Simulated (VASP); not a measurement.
Write the native input for VASP 6.6.1 that does the following.

- Task: single point
- Functional: PBEsol
- Potentials or basis: VASP PAW PBE potentials, release 64 (Mo_sv)
- Cutoff: 520 eV
- k mesh: 18 × 18 × 18
- Occupations: gaussian, width 0.15 eV
- Spin: no spin polarisation
- Dipole correction: no
- Further INCAR settings: ALGO = Normal; EDIFF = 1e-07; NBANDS = 13

The structure of Mo lies in POSCAR:

```
Mo
1.0
    2.7355103972      0.0000000000      0.0000000000
   -1.3677551986      2.3690214963      0.0000000000
    0.0000000000      0.0000000000      2.4274216650
Mo
1
Direct
    0.0000000000      0.0000000000      0.5000000000
```

This isn't the form of Mo at room conditions, which is bcc.

This cell differs from its parent crystal: strain +0.000 along x and y, -0.050 along z.

These files were run (other wordings do the same):

INCAR

```
PREC = Accurate
ENCUT = 520
EDIFF = 1E-7
ISMEAR = 0
SIGMA = 0.15
LREAL = False
LASPH = True
NELM = 80
ALGO = Normal
ISIF = 2
LWAVE = False
LCHARG = True
GGA = PS
LELF = True
LVHAR = True
NBANDS = 13
```

KPOINTS

```
Automatic mesh
0
Gamma
  18 18 18
```

Potentials or basis: VASP PAW PBE potentials, release 64 (Mo_sv).

Run with:

```console
$ cat potpaw_PBE.64/Mo_sv/POTCAR > POTCAR
$ mpirun -np 1 vasp_std > vasp.out
```

It gave:

The pressure is 9.2 GPa and the band gap on the k mesh is zero (bands 7 and 8 overlap by 2.03 eV).

Caveat: the cell differs from its parent crystal (strain +0.000 along x and y, -0.050 along z); the cell stands under pressure; the PAW data sets were made with another functional, which shifts forces and pressure a little.

Run time: 48 s on 1 thread of Intel(R) Xeon(R) Platinum 8488C (Sapphire Rapids) (shared host), peak memory 0.18 GiB.
